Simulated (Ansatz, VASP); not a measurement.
In3Sb2As in VASP and in Ansatz

Contents of INCAR:

```
PREC = Accurate ; ENCUT = 520
EDIFF = 1E-6 ; ISMEAR = -1
SIGMA = 0.02 ; LREAL = False
LASPH = True ; NELM = 80
ALGO = Normal ; ISIF = 2
LWAVE = False ; LCHARG = True
GGA = PE ; LELF = True
LVHAR = True ; NBANDS = 36
```

KPOINTS

```
Automatic mesh
0
Gamma
  6 6 6
```

Contents of POSCAR:

```
In3Sb2As
1.0
   -2.2725433528      2.2725433528      9.6223540535
    2.2725433528     -2.2725433528      9.6223540535
    2.2725433528      2.2725433528     -9.6223540535
As In Sb
1 3 2
Direct
    0.0000000000      0.0000000000      0.0000000000
    0.5760436367      0.0760436367      0.5000000000
    0.2500000000      0.7500000000      0.5000000000
    0.9239563633      0.4239563633      0.5000000000
    0.6630647924      0.6630647924      0.0000000000
    0.3369352076      0.3369352076      0.0000000000
```

Input for Ansatz:

```yaml
crystal:
  lattice:
    - [-2.2725433528, 2.2725433528, 9.6223540535]
    - [2.2725433528, -2.2725433528, 9.6223540535]
    - [2.2725433528, 2.2725433528, -9.6223540535]
  atoms:
    - { symbol: As, position: [0.0, 0.0, 0.0] }
    - { symbol: In, position: [0.5760436367, 0.0760436367, 0.5] }
    - { symbol: Sb, position: [0.6630647924, 0.6630647924, 0.0] }
    - { symbol: In, position: [0.25, 0.75, 0.5] }
    - { symbol: Sb, position: [0.3369352076, 0.3369352076, 0.0] }
    - { symbol: In, position: [0.9239563633, 0.4239563633, 0.5] }
kpoints:
  mp_grid: { grid: [6, 6, 6] }
hamiltonian:
  xc: pbe
scf:
  occupations: { method: fermi_dirac, width: 0.02 }
  n_extra_bands: 5
output:
  forces: true
  stress: true
  eigenvalues: true
```

Alike in both runs: task single point; functional PBE; k mesh 6 × 6 × 6; occupations fermi-dirac, width 0.02 eV; no spin polarisation.

|  | VASP | Ansatz |
| --- | --- | --- |
| version | VASP 6.6.1 | Ansatz 0.2.0 |
| potentials or method | VASP PAW PBE potentials, release 64 (As, In_d, Sb) | plane waves, PAW |
| plane-wave cutoff (eV) | 520 | 420 |
| valence electrons in the cell | 54 | 84 |

Ansatz gave:

- pressure (GPa): 1.3
- rms of the force components (eV/Å): 0.006

Question: Which values does VASP return?

Answer: Pressure (GPa): 1.3; rms of the force components (eV/Å): 0.003.

VASP's potentials hold 54 valence electrons a cell and Ansatz's 84, so a difference there can come from the potentials and not from the codes.

Neither program's run includes spin-orbit coupling.
